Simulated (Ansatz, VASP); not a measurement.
SnO: VASP beside Ansatz

```xyz
8
Lattice="-2.6905 2.6905 0.0000 -2.6905 -2.6905 0.0000 0.0000 0.0000 9.4948" Properties=species:S:1:pos:R:3 pbc="T T T"
Sn   -2.6905   -2.6861    9.4935
Sn   -2.6905    2.6861    4.7461
Sn   -2.6905   -0.0043    2.4415
Sn   -2.6905    0.0043    7.1889
O    -4.0357    1.3410    3.5938
O    -1.3452   -1.3410    8.3412
O    -1.3452    1.3410    3.5938
O    -4.0357   -1.3410    8.3412
```

Alike in both runs: task single point; functional PBEsol; k mesh 10 × 10 × 4; occupations gaussian, width 0.15 eV; no spin polarisation.

|  | VASP | Ansatz |
| --- | --- | --- |
| version | VASP 6.6.1 | Ansatz 0.2.0 |
| potentials or method | VASP PAW PBE potentials, release 64 (Sn_d, O), cutoff 520 eV | scalar-relativistic, plane waves, PAW |
| valence electrons in the cell | 80 | 80 |

Ansatz gave:

| Property | Result |
| --- | --- |
| gap on the k mesh at the Fermi level (eV) | none |
| pressure (GPa) | 0.0 |
| rms of the force components (eV/Å) | 0.002 |

**Question.** Estimate VASP's values.

**Answer.** gap on the k mesh at the Fermi level (eV): none; pressure (GPa): 0.2; rms of the force components (eV/Å): 0.036.

VASP's potentials were made for PBE, not for PBEsol. Atom by atom the forces differ by 0.035 eV/Å (rms over components). A gap of «none» marks a metal or a gap that the smearing closes. Ansatz's warnings: structure snapped to symmetry.
